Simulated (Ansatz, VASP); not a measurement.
**One calculation of ZrGe2Pd3, two programs**

```
Zr Ge Pd
1.0
     3.89830    0.00000    0.00000
     0.00000    3.89830    0.00000
     0.00000    0.00000    8.22335
Zr Ge Pd
1 2 3
Direct
  0.00000 0.00000 0.68643
  0.50000 0.50000 0.21602
  0.50000 0.50000 0.92215
  0.50000 0.00000 0.40523
  0.00000 0.50000 0.40523
  0.50000 0.50000 0.63586
```

Alike in both runs: functional PBE; k mesh 4 × 4 × 3; occupations gaussian, width 0.2 eV; no spin polarisation.

Ansatz relaxed the structure, and its values are those at the end. VASP's run is a single point on that final structure, the one shown.

```csv
,VASP,Ansatz
version,VASP 6.6.1,Ansatz 0.2.0
potentials or method,"VASP PAW PBE potentials, release 64 (Zr_sv, Ge_d, Pd), cutoff 520 eV","scalar-relativistic, plane waves, PAW"
valence electrons in the cell,70,94
```

Ansatz gave:

* gap on the k mesh at the Fermi level (eV): none
* pressure (GPa): 0.1
* rms of the force components (eV/Å): 0.020

Task: Estimate VASP's values.

Result: gap on the k mesh at the Fermi level (eV): none; pressure (GPa): 0.1; rms of the force components (eV/Å): 0.015.

A gap of «none» marks a metal or a gap that the smearing closes. VASP's potentials hold 70 valence electrons a cell and Ansatz's 94, so a difference there can come from the potentials and not from the codes.

The k mesh is coarse, so the values compare programs but aren't converged.
